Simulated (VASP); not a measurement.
Write the native input for VASP 6.6.1 that does the following.

```
Task                   : single point
Functional             : PBE
Potentials or basis    : VASP PAW PBE potentials, release 64 (Cd)
Cutoff                 : 520 eV
k mesh                 : 15 × 15 × 15
Occupations            : fermi-dirac, width 0.05 eV
Spin                   : no spin polarisation
Dipole correction      : no
Further INCAR settings : ALGO = Normal; EDIFF = 1e-06; NBANDS = 12
```

The structure of Cd lies in POSCAR:

```
Cd
1.0
    2.4799886000      0.0000000000      0.0000000000
    0.0000000000      2.4799886000      0.0000000000
    0.0000000000      0.0000000000      2.4799886000
Cd
1
Direct
    0.0000000000      0.0000000000      0.0000000000
```

These files were run (other wordings do the same):

INCAR

```
SYSTEM = Cd
ALGO = Normal
EDIFF = 1E-6
ENCUT = 520
GGA = PE
ISIF = 2
ISMEAR = -1
LASPH = .TRUE.
LCHARG = .FALSE.
LREAL = .FALSE.
LWAVE = .FALSE.
NBANDS = 12
NELM = 60
PREC = Accurate
SIGMA = 0.05
```

KPOINTS

```
k-points
0
G
  15 15 15
  0 0 0
```

Potentials or basis: VASP PAW PBE potentials, release 64 (Cd).

Launch:

```console
$ cat potpaw_PBE.64/Cd/POTCAR > POTCAR
$ mpirun -np 1 vasp_std > vasp.out
```

It gave:

```
Pressure               : 87.1 GPa
Band gap on the k mesh : zero (band 6 reaches 12.01 eV, above the bottom of band 7 at 4.45 eV)
```

Wall time 10 s on 1 thread of Intel(R) Xeon(R) Platinum 8488C (Sapphire Rapids), with other jobs on the host, peak memory 0.13 GiB.
